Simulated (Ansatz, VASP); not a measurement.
**One calculation of TiCo, two programs**

INCAR

```
ALGO = Normal ; EDIFF = 1E-6
ENCUT = 520 ; GGA = PE
ISIF = 2 ; ISMEAR = -1
LASPH = True ; LCHARG = False
LMAXMIX = 4 ; LNONCOLLINEAR = True
LORBIT = 11 ; LREAL = False
LWAVE = False ; MAGMOM = 0 0 0 0 0 1
NBANDS = 33 ; NELM = 150
PREC = Accurate ; SIGMA = 0.03
```

The input KPOINTS:

```
k-points
0
Gamma
  13 13 13
```

Contents of POSCAR:

```
TiCo
1.0
    2.9861109900      0.0000000000      0.0000000000
    0.0000000000      2.9861109900      0.0000000000
    0.0000000000      0.0000000000      2.9861109900
Ti Co
1 1
Direct
    0.0000000000      0.0000000000      0.0000000000
    0.5000000000      0.5000000000      0.5000000000
```

Input for Ansatz:

```yaml
crystal:
  lattice:
    - [2.98611099, 0.0, 0.0]
    - [0.0, 2.98611099, 0.0]
    - [0.0, 0.0, 2.98611099]
  atoms:
    - { symbol: Ti, position: [0.0, 0.0, 0.0] }
    - { symbol: Co, position: [0.5, 0.5, 0.5], spin: 1.0, spin_axis: [0.0, 0.0, 1.0] }
magnetization:
  noncollinear: true
kpoints:
  mp_grid: { grid: [13, 13, 13] }
scf:
  occupations: { method: fermi_dirac, width: 0.03 }
  lower_state_search: "off"
hamiltonian:
  xc: pbe
  pseudopotentials: { kind: paw }
output:
  eigenvalues: false
```

Alike in both runs: task single point; functional PBE; k mesh 13 × 13 × 13; occupations fermi-dirac, width 0.03 eV; non-collinear spin.

```csv
,VASP,Ansatz
version,VASP 6.6.1,Ansatz 0.2.0
potentials or method,"VASP PAW PBE potentials, release 64 (Ti_sv, Co)","PAW with Ansatz's default frozen-core files, scalar-relativistic"
plane-wave cutoff (eV),520,420
valence electrons in the cell,21,29
```

|  | VASP | Ansatz | Ansatz less VASP |
| --- | --- | --- | --- |
| net moment per atom (μB) | 0.44 | 0.44 | +0.001 |
| size of the moment on the site where the two differ most (μB) | 0.96 | 0.93 | -0.029 |

Site moments also hang on the region over which each program counts them. The functional is the same, so the differences come from potentials, cutoffs and numerics. VASP's potentials hold 21 valence electrons a cell and Ansatz's 29, so a difference there can come from the potentials and not from the codes.
